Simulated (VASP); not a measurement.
A run of VASP 6.6.1 is set up as follows.

Contents of INCAR:

```
SYSTEM = Sr2AgMoO6
ALGO     = Normal         ! electronic algorithm
EDIFF    = 1E-6           ! SCF threshold, eV
ENCUT    = 600            ! plane-wave cutoff, eV
GGA      = PE             ! functional
GGA_COMPAT= .FALSE.      
ISIF     = 2              ! what is computed and relaxed
ISMEAR   = 1              ! smearing method
LASPH    = .TRUE.         ! aspherical terms in the spheres
LCHARG   = .TRUE.         ! write CHGCAR
LELF     = .TRUE.         ! ELF
LREAL    = .FALSE.        ! projectors in reciprocal space
LVHAR    = .TRUE.       
LWAVE    = .FALSE.        ! write WAVECAR
NBANDS   = 52             ! bands
NELM     = 120            ! most SCF steps
PREC     = Accurate       ! precision mode
SIGMA    = 0.0674         ! smearing width, eV
```

Contents of KPOINTS:

```
k-points
0
G
  6 6 6
  0 0 0
```

POSCAR

```
Sr2AgMoO6
1.0
    0.0000000000      5.7161340000      0.0000000000
    5.7161340000      0.0000000000      0.0000000000
    2.8580670000      2.8580670000     -4.0856280000
Sr Ag Mo O
2 1 1 6
Direct
    0.7500000000      0.2500000000      0.5000000000
    0.2500000000      0.7500000000      0.5000000000
    0.0000000000      0.0000000000      0.0000000000
    0.5000000000      0.5000000000      0.0000000000
    0.2611400000      0.2611400000      0.4777200000
    0.7388600000      0.7388600000      0.5222800000
    0.2933300000      0.2255800000      0.0000000000
    0.2255800000      0.7066700000      0.0000000000
    0.7066700000      0.7744200000      0.0000000000
    0.7744200000      0.2933300000      0.0000000000
```

Potentials or basis: VASP PAW PBE potentials, release 64 (Sr_sv, Ag, Mo_sv, O).

Launch:

```console
$ cat potpaw_PBE.64/Sr_sv/POTCAR potpaw_PBE.64/Ag/POTCAR potpaw_PBE.64/Mo_sv/POTCAR potpaw_PBE.64/O/POTCAR > POTCAR
$ mpirun -np 1 vasp_std > vasp.out
```

What does it give for the largest force?

1.914 eV/Å.

What does it give for the pressure?

2.1 GPa.

Stress tensor (GPa, compression positive):
```
2.02 0.00 0.00
0.00 2.02 0.00
0.00 0.00 2.23
```

Caveat: an odd number of electrons without spin polarisation forces a metal; a magnetic or distorted state may lie lower.
